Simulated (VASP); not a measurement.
Set up this calculation in VASP 6.6.1, as the native input.

```
Task                   : relaxation of cell and atoms
Functional             : PBE
Potentials or basis    : VASP PAW PBE potentials, release 64 (H, Os)
Cutoff                 : 600 eV
k mesh                 : 18 × 18 × 10
Occupations            : gaussian, width 0.1 eV
Spin                   : no spin polarisation
Dipole correction      : no
Further INCAR settings : ALGO = Normal; EDIFF = 1e-07; IBRION = 2; EDIFFG = -0.01; NSW = 100; ISIF = 3
```

The structure of H2Os lies in POSCAR:

```
H2Os
1.0
    2.5699193385      0.0000000000      0.0000000000
    0.0000000000      2.5699193385      0.0000000000
    0.0000000000      0.0000000000      4.5936249678
H Os
2 1
Direct
    0.5000000000      0.5000000000      0.2037238514
    0.5000000000      0.5000000000      0.7962761486
    0.0000000000      0.0000000000      0.0000000000
```

The cell was built from a structure type or drawn by symmetry, and may not be a known phase.

These files were run (other wordings do the same):

INCAR

```
PREC = Accurate
ENCUT = 600
EDIFF = 1E-7
ISMEAR = 0
SIGMA = 0.1
LREAL = F
LASPH = T
NELM = 60
ALGO = Normal
ISIF = 3
LWAVE = F
LCHARG = F
GGA = PE
IBRION = 2
NSW = 100
EDIFFG = -0.01
```

KPOINTS

```
Automatic mesh
0
Gamma
  18 18 10
```

Potentials or basis: VASP PAW PBE potentials, release 64 (H, Os).

Command:

```console
$ cat potpaw_PBE.64/H/POTCAR potpaw_PBE.64/Os/POTCAR > POTCAR
$ mpirun -np 1 vasp_std > vasp.out
```

Results of the run:

The relaxed volume is 10.12 Å³/atom, the relaxed cell is a = 2.585 Å, b = 2.585 Å, c = 4.542 Å, α = 90.00°, β = 90.00°, γ = 90.00° and the space group after relaxing (to 0.1 Å) is P4/mmm (No. 123). The energy gained by relaxing is 1.6 meV/atom. The ionic steps are 5, the pressure after relaxing is 0.0 GPa and the largest force after relaxing is 0.005 eV/Å. The band gap on the k mesh is zero (bands 5 and 6 overlap by 2.50 eV).

Caveat: spin-orbit coupling is left out, which moves the levels of the heavy elements.

Wall time 2.4 min on 1 thread of Intel(R) Xeon(R) 6975P-C (Granite Rapids), with other jobs on the host, peak memory 0.3 GiB.
